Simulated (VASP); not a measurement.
# Si2Ni (Fm-3m) in VASP: a series of runs

Runs on Si2Ni. Level: PBE. Tasks: single point, relaxation of cell and atoms.

Program: VASP 6.6.1. These are calculated values, not measurements. Logs are shortened: lines on timing, memory, paths and dates and some standing lists are left out, and cuts for length are marked.

### Step 1. The cell of the first run

It takes space group Fm-3m (No. 225, cubic). Conventional cell: a = 5.445 Å, b = 5.445 Å, c = 5.445 Å, α = 90.00°, β = 90.00°, γ = 90.00°. Si (site symmetry -43m) has 4 Ni at 2.36 Å and 6 Si at 2.72 Å within 3.1 Å. Within 3.1 Å of Ni (site symmetry m-3m) lie 8 Si at 2.36 Å.

### Step 2. Single point, PBE

File INCAR:

```
SYSTEM = Si2Ni
ALGO = Normal
EDIFF = 1E-6
ENCUT = 600
GGA = PE
GGA_COMPAT = .FALSE.
ISIF = 2
ISMEAR = 1
LASPH = .TRUE.
LCHARG = .TRUE.
LELF = .TRUE.
LREAL = .FALSE.
LVHAR = .TRUE.
LWAVE = .FALSE.
NBANDS = 16
NELM = 120
PREC = Accurate
SIGMA = 0.1
```

File KPOINTS:

```
k-points
0
G
  16 16 16
  0 0 0
```

File POSCAR:

```
Si2Ni
1.0
    0.0000000000      2.7222891144      2.7222891144
    2.7222891144      0.0000000000      2.7222891144
    2.7222891144      2.7222891144      0.0000000000
Si Ni
2 1
Direct
    0.2500000000      0.2500000000      0.2500000000
    0.7500000000      0.7500000000      0.7500000000
    0.0000000000      0.0000000000      0.0000000000
```

Potentials or basis: VASP PAW PBE potentials, release 64 (Si, Ni).

On the command line:

```bash
$ cat potpaw_PBE.64/Si/POTCAR potpaw_PBE.64/Ni/POTCAR > POTCAR
$ mpirun -np 1 vasp_std > vasp.out
```

OUTCAR:

```text
SYSTEM = Si2Ni
   EDIFF = 1E-6
   ENCUT = 600
   GGA = PE
   ISIF = 2
   ISMEAR = 1
   LASPH = .TRUE.
   LREAL = .FALSE.
   NELM = 120
   PREC = Accurate

 ion  position               nearest neighbor table
   1  0.250  0.250  0.250-   3 2.36   3 2.36   3 2.36   3 2.36   2 2.72   2 2.72   2 2.72   2 2.72
                             2 2.72   2 2.72
   2  0.750  0.750  0.750-   3 2.36   3 2.36   3 2.36   3 2.36   1 2.72   1 2.72   1 2.72   1 2.72
                             1 2.72   1 2.72
   3  0.000  0.000  0.000-   2 2.36   2 2.36   2 2.36   1 2.36   1 2.36   1 2.36   2 2.36   1 2.36

  LATTYP: Found a face centered cubic cell.
 ALAT       =     5.4445782288

  Lattice vectors:

 A1 = (   0.0000000000,   2.7222891144,   2.7222891144)
 A2 = (   2.7222891144,   0.0000000000,   2.7222891144)
 A3 = (   2.7222891144,   2.7222891144,   0.0000000000)

Analysis of symmetry for initial positions (statically):
=====================================================================
 Subroutine PRICEL returns:
 Original cell was already a primitive cell.

 Routine SETGRP: Setting up the symmetry group for a
 face centered cubic supercell.

 Subroutine GETGRP returns: Found 48 space group operations
 (whereof 48 operations were pure point group operations)
 out of a pool of 48 trial point group operations.

The static configuration has the point symmetry O_h .

Analysis of symmetry for dynamics (positions and initial velocities):
=====================================================================
 Subroutine PRICEL returns:
 Original cell was already a primitive cell.

 Routine SETGRP: Setting up the symmetry group for a
 face centered cubic supercell.

 Subroutine GETGRP returns: Found 48 space group operations
 (whereof 48 operations were pure point group operations)
 out of a pool of 48 trial point group operations.

The dynamic configuration has the point symmetry O_h .

 Subroutine INISYM returns: Found 48 space group operations
 (whereof 48 operations are pure point group operations),
 and found     1 'primitive' translations

----------------------------------------------------------------------------------------

                                     Primitive cell

  volume of cell :      40.3490

  direct lattice vectors                    reciprocal lattice vectors
     0.000000000  2.722289114  2.722289114    -0.183668956  0.183668956  0.183668956
[... 88 lines left out ...]
   EDIFF  = 0.1E-05   stopping-criterion for ELM
   LREAL  =      F    real-space projection
   EDIFFG = 0.1E-04   stopping-criterion for IOM
   NSW    =      0    number of steps for IOM
   IBRION =     -1    ionic relax: 0-MD 1-quasi-New 2-CG
   NFREE  =      0    steps in history (QN), initial steepest desc. (CG)
   ISIF   =      2    stress and relaxation
   ISYM   =      2    0-nonsym 1-usesym 2-fastsym
   POTIM  = 0.5000    time-step for ionic-motion
   TEBEG  =    0.0;   TEEND  =   0.0 temperature during run
   PSTRESS=    0.0 pullay stress
   NELECT =      18.0000    total number of electrons
   NUPDOWN=      -1.0000    fix difference up-down
   EMIN   =  10.00;   EMAX   =-10.00  energy-range for DOS
   EFERMI =   0.00;   METHOD = LEGACY
   ISMEAR =     1;   SIGMA  =   0.10  broadening in eV -4-tet -1-fermi 0-gaus
   EFERMI_NEDOS =   21; number of points for ismear=-14 and -15
   IALGO  =     38    algorithm
   IMIX   =      4    mixing-type and parameters
     AMIX     =   0.40;   BMIX     =  1.00
     AMIX_MAG =   1.60;   BMIX_MAG =  1.00
  volume/ion in A,a.u.               =      13.45        90.76
  Fermi-wavevector in a.u.,A,eV,Ry     =   1.250897  2.363852 21.289612  1.564742
  Thomas-Fermi vector in A             =   2.384869
   LORBIT       =      0    0 simple, 1 ext, 2 COOP (PROOUT), +10 PAW based schemes
   GGA     = PE    functional components
   LHFCALC =     F    Hartree Fock is set to
   AEXX    =    0.0000 exact exchange contribution
   IVDW    =     0    specifies the selected vdW correction
   LEPSILON=     F    determine dielectric tensor
   LRPA    =     F    only Hartree local field effects (RPA)
 non-spin polarized calculation
 Methfessel and Paxton  Order N= 1 SIGMA  =   0.10
  energy-cutoff  :      600.00
  volume of cell :       40.35
 maximum number of plane-waves:      1367
   NGX = 15   NGY = 15   NGZ = 15

 number of electron      17.9999998 magnetization

 Free energy of the ion-electron system (eV)
  ---------------------------------------------------
  ext. energy  EPLUGINS =         0.00000000
  ---------------------------------------------------
  free energy    TOTEN  =       -17.36790687 eV

  energy without entropy =      -17.36725221  energy(sigma->0) =      -17.36768865

 E-fermi :  10.1087     XC(G=0): -11.4887

 val. band max:       10.1071577758   @ k =   0.3125   0.1250   0.0625
 cond. band min:      10.1206357146   @ k =  -0.1875   0.1875   0.0000
 fundamental gap:      0.0134779388
 Fermi energy:        10.1086534698

 k-point     1 :       0.0000    0.0000    0.0000
  band No.  band energies     occupation
      1      -3.5099      2.00000
      2       5.0765      2.00000
      3       5.0765      2.00000
      4       5.0765      2.00000
      5       6.7458      2.00000
      6       6.7458      2.00000
[... 433 lines left out ...]
      3       5.0842      2.00000
      4       5.1436      2.00000
      5       6.6881      2.00000
      6       6.7466      2.00000
[... 8 lines left out ...]
     15      14.2833      0.00000
     16      15.0438      0.00000

 [... further k-points ...]

------------------------ aborting loop because EDIFF is reached ----------------------------------------

  FORCE on cell =-STRESS in cart. coord.  units (eV):
  Direction    XX          YY          ZZ          XY          YZ          ZX
  --------------------------------------------------------------------------------------
  -------------------------------------------------------------------------------------
  Total       -0.0206223     -0.0206223     -0.0206223     -0.0000000      0.0000000      0.0000000
  in kB       -0.8188718     -0.8188718     -0.8188718     -0.0000000      0.0000000      0.0000000
  external PRESSURE =      -0.8188718 kB  Pullay stress =       0.0000000 kB

 VOLUME and BASIS-vectors are now :
 -----------------------------------------------------------------------------
  energy-cutoff  :      600.00
  volume of cell :       40.35
      direct lattice vectors                 reciprocal lattice vectors
     0.000000000  2.722289114  2.722289114    -0.183668956  0.183668956  0.183668956
     2.722289114  0.000000000  2.722289114     0.183668956 -0.183668956  0.183668956
     2.722289114  2.722289114  0.000000000     0.183668956  0.183668956 -0.183668956

 POSITION                                       TOTAL-FORCE (eV/Angst)
 -----------------------------------------------------------------------------------
      1.36114      1.36114      1.36114        -0.000000      0.000000      0.000000
      4.08343      4.08343      4.08343        -0.000000     -0.000000     -0.000000
      0.00000      0.00000      0.00000         0.000000      0.000000      0.000000
 -----------------------------------------------------------------------------------
    total drift:                                0.000000     -0.000000      0.000000

  FREE ENERGIE OF THE ION-ELECTRON SYSTEM (eV)
  ---------------------------------------------------
  free  energy   TOTEN  =       -17.3679068669 eV

  energy  without entropy=      -17.3672522085  energy(sigma->0) =      -17.36768865
```

It took 3.3 min on 1 thread of Oxide Virtual Turin-like, shared host; peak memory 0.21 GiB.

What came out:

- Free energy: -17.3679 eV
- Pressure: -0.1 GPa
- Band gap on the k mesh: zero (bands 9 and 10 overlap by 2.14 eV)

Levels at points of the mesh, in eV from the Fermi level:
```tsv
k point	band 5	band 6	band 7	band 8	band 9	band 10	band 11	band 12	band 13	band 14
(0.00, 0.00, 0.00)	-3.36	-3.36	-0.43	1.70	1.70	1.70	2.35	2.35	2.35	4.71
(0.50, 0.00, 0.00)	-3.58	-3.19	-3.19	-1.36	-1.36	1.79	1.83	1.83	2.52	9.18
(0.50, 0.50, 0.00)	-4.39	-3.46	-3.46	-3.29	-2.98	-0.42	1.49	7.77	8.17	8.17
```

Spin polarisation is off, so any magnetic state and its effect on volume and gap are missing.

### Step 3. Relaxation of cell and atoms, PBE

This run uses another cell than the first one, of 13.17 Å³/atom.

File INCAR:

```
SYSTEM = Si2Ni
PREC = Accurate ; ENCUT = 600
EDIFF = 1E-7 ; ISMEAR = 1
SIGMA = 0.1 ; LREAL = .FALSE.
LASPH = .TRUE. ; NELM = 120
ALGO = Normal ; ISIF = 3
LWAVE = .FALSE. ; LCHARG = .FALSE.
GGA = PE ; IBRION = 2
NSW = 80 ; EDIFFG = -0.002
GGA_COMPAT = .FALSE. ; NELMIN = 4
```

File KPOINTS:

```
Automatic mesh
0
G
  16 16 16
  0 0 0
```

File POSCAR:

```
Si2Ni
1.0
    0.0000000000      2.7030000000      2.7030000000
    2.7030000000      0.0000000000      2.7030000000
    2.7030000000      2.7030000000      0.0000000000
Si Ni
2 1
Direct
    0.2500000000      0.2500000000      0.2500000000
    0.7500000000      0.7500000000      0.7500000000
    0.0000000000      0.0000000000      0.0000000000
```

Potentials or basis: VASP PAW PBE potentials, release 64 (Si, Ni).

On the command line:

```bash
$ cat potpaw_PBE.64/Si/POTCAR potpaw_PBE.64/Ni/POTCAR > POTCAR
$ mpirun -np 1 vasp_std > vasp.out
```

Run time: 5.9 min. Hardware: 1 thread of Oxide Virtual Turin-like, shared host; peak memory 0.22 GiB.

Results (log left out):

| Item | Value |
| --- | --- |
| Free energy | -17.3677 eV |
| Relaxed volume | 13.45 Å³/atom |
| Relaxed cell | a = 3.850 Å, b = 3.850 Å, c = 3.850 Å, α = 60.00°, β = 60.00°, γ = 60.00° |
| Space group after relaxing (to 0.1 Å) | Fm-3m (No. 225) |
| Energy gained by relaxing | 2.8 meV/atom |
| Ionic steps | 3 |
| Pressure after relaxing | 0.0 GPa |
| Band gap on the k mesh | zero (bands 9 and 10 overlap by 2.14 eV) |

Step by step:
```
step  energy change (eV)  largest force (eV/Å)  pressure (GPa)  volume (Å³)
   1              0.0000                0.0000            3.20        39.50
   2             -0.0035                0.0000           -2.26        41.02
   3             -0.0083                0.0000           -0.01        40.35
```

Final structure:
```yaml
crystal:
  lattice:
    - [0.00000, 2.72232, 2.72232]
    - [2.72232, 0.00000, 2.72232]
    - [2.72232, 2.72232, 0.00000]
  atoms:
    - { symbol: Si, position: [0.25000, 0.25000, 0.25000] }
    - { symbol: Si, position: [0.75000, 0.75000, 0.75000] }
    - { symbol: Ni, position: [0.00000, 0.00000, 0.00000] }
```

Levels at points of the mesh, in eV from the Fermi level:
```csv
k point,band 7,band 8,band 9,band 10,band 11,band 12
"(0.00, 0.00, 0.00)",-0.43,1.70,1.70,1.70,2.35,2.35
"(0.50, 0.00, 0.00)",-3.19,-1.36,-1.36,1.79,1.83,1.83
"(0.50, 0.50, 0.00)",-3.46,-3.29,-2.98,-0.42,1.49,7.77
```

Spin polarisation is off, so any magnetic state and its effect on volume and gap are missing. Zero-point motion and thermal expansion aren't in these numbers.
